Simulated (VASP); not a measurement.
Set up this calculation in VASP 6.6.1, as the native input.

| Quantity | Value |
| --- | --- |
| Task | single point |
| Functional | PBEsol |
| Potentials or basis | VASP PAW PBE potentials, release 64 (Sc_sv, Al) |
| Cutoff | 520 eV |
| k mesh | 12 × 12 × 12 |
| Occupations | gaussian, width 0.15 eV |
| Spin | no spin polarisation |
| Dipole correction | no |
| Further INCAR settings | ALGO = Fast; EDIFF = 1e-06; NBANDS = 18 |

The structure of ScAl3 lies in POSCAR:

```
ScAl3
1.0
    3.9084466715      0.0000000000      0.0000000000
    0.0000000000      3.9084466715      0.0000000000
    0.0000000000      0.0000000000      4.2341505607
Sc Al
1 3
Direct
    0.0000000000      0.0000000000      0.0000000000
    0.5000000000      0.0000000000      0.5000000000
    0.0000000000      0.5000000000      0.5000000000
    0.5000000000      0.5000000000      0.0000000000
```

This cell differs from its parent crystal: strain -0.040 along x and y, +0.040 along z.

These files were run (other wordings do the same):

INCAR

```
PREC = Accurate ; ENCUT = 520
EDIFF = 1E-6 ; ISMEAR = 0
SIGMA = 0.15 ; LREAL = F
LASPH = T ; NELM = 80
ALGO = Fast ; ISIF = 2
LWAVE = F ; LCHARG = T
GGA = PS ; LELF = T
LVHAR = T ; NBANDS = 18
```

KPOINTS

```
regular mesh
0
Gamma
  12 12 12
```

Potentials or basis: VASP PAW PBE potentials, release 64 (Sc_sv, Al).

Run with:

```sh
$ cat potpaw_PBE.64/Sc_sv/POTCAR potpaw_PBE.64/Al/POTCAR > POTCAR
$ mpirun -np 1 vasp_std > vasp.out
```

It gave:

```
Pressure               : 4.9 GPa
Band gap on the k mesh : zero (bands 10 and 11 overlap by 4.26 eV)
```

Caveat: the cell differs from its parent crystal (strain -0.040 along x and y, +0.040 along z); the stress differs along the axes, from -4 to 9 GPa; the PAW data sets were made with another functional, which shifts forces and pressure a little.

Run time: 120 s on 1 thread of AMD EPYC 9R45 96-Core Processor (Zen 5), with other jobs on the host, peak memory 0.3 GiB.
